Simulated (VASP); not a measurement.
Wanted: the native input for a VASP 6.6.1 run.

```yaml
Task: single point
Functional: LDA
Potentials_or_basis: VASP PAW LDA potentials, release 64 (Ge_d)
Cutoff: 520 eV
k_mesh: 14 × 14 × 14
Occupations: gaussian, width 0.15 eV
Spin: no spin polarisation
Dipole_correction: no
Further_INCAR_settings: ALGO = Normal; EDIFF = 1e-06; NBANDS = 21
```

The structure of Ge lies in POSCAR:

```
Ge
1.0
    0.0000000000      2.9277769500      2.8287700000
    2.8287700000      0.0000000000      2.8287700000
    2.8287700000      2.9277769500      0.0000000000
Ge
2
Direct
    0.5000000000      0.5000000000      0.5000000000
    0.7500000000      0.7500000000      0.7500000000
```

This cell differs from its parent crystal: strain +0.0350 x Voigt [0, 1, 0, 0, 0, 0].

One way to write it, as run:

INCAR

```
PREC = Accurate
ENCUT = 520
EDIFF = 1E-6
ISMEAR = 0
SIGMA = 0.15
LREAL = F
LASPH = T
NELM = 100
ALGO = Normal
ISIF = 2
LWAVE = F
LCHARG = F
GGA = CA
NBANDS = 21
```

KPOINTS

```
Automatic mesh
0
Gamma
  14 14 14
```

Potentials or basis: VASP PAW LDA potentials, release 64 (Ge_d).

Launch:

```sh
$ cat potpaw_LDA.64/Ge_d/POTCAR > POTCAR
$ mpirun -np 1 vasp_std > vasp.out
```

Results of the run:

- Pressure: -3.2 GPa
- Band gap on the k mesh: zero (band 14 reaches 4.48 eV, above the bottom of band 15 at 4.34 eV)

Caveat: the cell differs from its parent crystal (strain +0.0350 x Voigt [0, 1, 0, 0, 0, 0]).

Run time: 5.8 min on 1 thread of AMD EPYC 7R13, on a shared host, peak memory 0.26 GiB.
